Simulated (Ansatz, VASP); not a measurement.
**Ti in VASP and in Ansatz**

INCAR

```
SYSTEM = Ti
  PREC = Accurate
  ENCUT = 600
  EDIFF = 1E-7
  ISMEAR = -1
  SIGMA = 0.05
  LREAL = .False.
  LASPH = .True.
  NELM = 80
  ALGO = Normal
  ISIF = 3
  LWAVE = .False.
  LCHARG = .False.
  GGA = RE
  IBRION = 2
  NSW = 60
  EDIFFG = -0.01
```

File KPOINTS:

```
regular mesh
0
Gamma
  10 10 6
  0 0 0
```

The input POSCAR:

```
Ti
1.0
    2.9500000000      0.0000000000      0.0000000000
   -1.4750000000      2.5547749412      0.0000000000
    0.0000000000      0.0000000000      4.6800000000
Ti
2
Direct
    0.6666666667      0.3333333333      0.7500000000
    0.3333333333      0.6666666667      0.2500000000
```

File input.yaml:

```yaml
crystal:
  lattice:
    - [2.95, 0.0, 0.0]
    - [-1.475, 2.5547749412, 0.0]
    - [0.0, 0.0, 4.68]
  atoms:
    - { symbol: Ti, position: [0.6666666667, 0.3333333333, 0.75] }
    - { symbol: Ti, position: [0.3333333333, 0.6666666667, 0.25] }
hamiltonian:
  xc: revpbe
  pseudopotentials: { kind: paw }
kpoints:
  mp_grid: { grid: [10, 10, 6] }
scf:
  occupations: { method: fermi_dirac, width: 0.05 }
output:
  forces: true
  stress: true
relax:
  f_tol: 0.01
  max_steps: 40
  cell: { stress_tol: 0.05 }
```

Alike in both runs: task relaxation of cell and atoms; functional revPBE; k mesh 10 × 10 × 6; occupations fermi-dirac, width 0.05 eV; no spin polarisation.

|  | VASP | Ansatz |
| --- | --- | --- |
| version | VASP 6.6.1 | Ansatz 0.2.0 |
| potentials or method | VASP PAW PBE potentials, release 64 (Ti_sv) | Ansatz PAW |
| plane-wave cutoff (eV) | 600 | 420 |
| valence electrons in the cell | 24 | 24 |

Ansatz gave:

| Item | Value |
| --- | --- |
| relaxed volume (Å³/atom) | 17.77 |
| relaxed cell length with the largest relative difference (Å) | 2.960 |

**Question.** What did VASP give for the same quantities?

**Answer.** Relaxed volume (Å³/atom): 17.73; relaxed cell length with the largest relative difference (Å): 2.957.

VASP's potentials were made for PBE, not for revPBE.

Noted on Ansatz's run: the plane-wave basis is chosen anew once the cell has moved, so the energies of steps on either side of that aren't comparable.
